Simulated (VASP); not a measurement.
# SnO2: single point with PBE+D3(BJ)

SnO2:

```
CELL_PARAMETERS angstrom
1.61863 -2.80354 0.00000
1.61863 0.93451 4.29183
-4.85588 -2.80354 0.00000
ATOMIC_POSITIONS crystal
Sn 0.52521 0.41804 0.97491
Sn 0.97479 0.58196 0.52509
O 0.48805 0.76129 0.78568
O 0.01195 0.70031 0.20152
O 0.48805 0.29969 0.29848
O 0.01195 0.23871 0.71432
```

This cell differs from its parent crystal: mode 4 frozen in at -0.352 Å and mode 5 at -0.082 Å (largest displacements).

```json
{"Program": "VASP 6.6.1", "Task": "single point", "Functional": "PBE", "Dispersion": "D3(BJ)", "Potentials or basis": "VASP PAW PBE potentials, release 64 (Sn_d, O)", "Cutoff": "520 eV", "k mesh": "8 × 6 × 6", "Occupations": "gaussian, width 0.05 eV", "Spin": "no spin polarisation"}
```

```json
{
  "Pressure": "-4.0 GPa",
  "Largest force": "1.187 eV/Å",
  "Band gap on the k mesh": "0.78 eV, indirect (least direct gap 0.90 eV)",
  "Dispersion energy per atom": "-0.201 eV"
}
```

Forces in eV/Å, atoms in the order of the input:
```
Sn  -0.766  0.535  0.733
Sn   0.766 -0.535 -0.733
O    0.271  0.141 -0.025
O   -0.188  0.058 -0.240
O    0.188 -0.058  0.240
O   -0.271 -0.141  0.025
```

Stress tensor (GPa, compression positive):
```
-2.88 -0.70 -0.46
-0.70 -2.70 -0.24
-0.46 -0.24 -6.56
```

Levels at points of the mesh, in eV from the valence-band top:
```tsv
k point	band 22	band 23	band 24	band 25	band 26	band 27	band 28	band 29	band 30	band 31
(0.00, 0.00, 0.00)	-1.37	-1.07	-0.77	-0.70	-0.12	0.78	3.67	5.54	6.82	9.19
(0.50, 0.00, 0.00)	-2.90	-1.31	-1.12	-0.39	-0.31	4.41	4.60	7.70	7.73	9.15
(0.00, 0.50, 0.00)	-1.98	-1.24	-1.19	-1.05	-0.77	3.02	4.08	5.89	7.59	8.70
(0.50, 0.50, 0.00)	-2.24	-1.20	-1.16	-0.42	-0.33	4.82	4.91	7.48	7.66	8.48
(0.00, 0.00, 0.50)	-1.99	-1.31	-0.76	-0.67	0.00	3.01	3.52	6.40	6.95	8.02
(0.50, 0.00, 0.50)	-2.49	-1.28	-1.27	-1.06	-0.93	4.30	4.32	7.26	7.45	9.29
(0.00, 0.50, 0.50)	-1.96	-1.41	-0.79	-0.64	-0.63	3.53	4.09	6.67	6.96	8.17
(0.50, 0.50, 0.50)	-1.42	-0.78	-0.76	-0.37	-0.32	4.01	4.17	5.94	6.06	9.41
```

Wall time 7.1 min on 1 thread of Oxide Virtual Turin-like Processor, on a shared host, peak memory 0.38 GiB.

Caveat: the cell differs from its parent crystal (mode 4 frozen in at -0.352 Å and mode 5 at -0.082 Å (largest displacements)); spin-orbit coupling is left out, which moves the levels of the heavy elements; forces of over 1 eV/Å act on the atoms, so gaps and moduli don't describe the material at rest. A k mesh can miss the band edges.
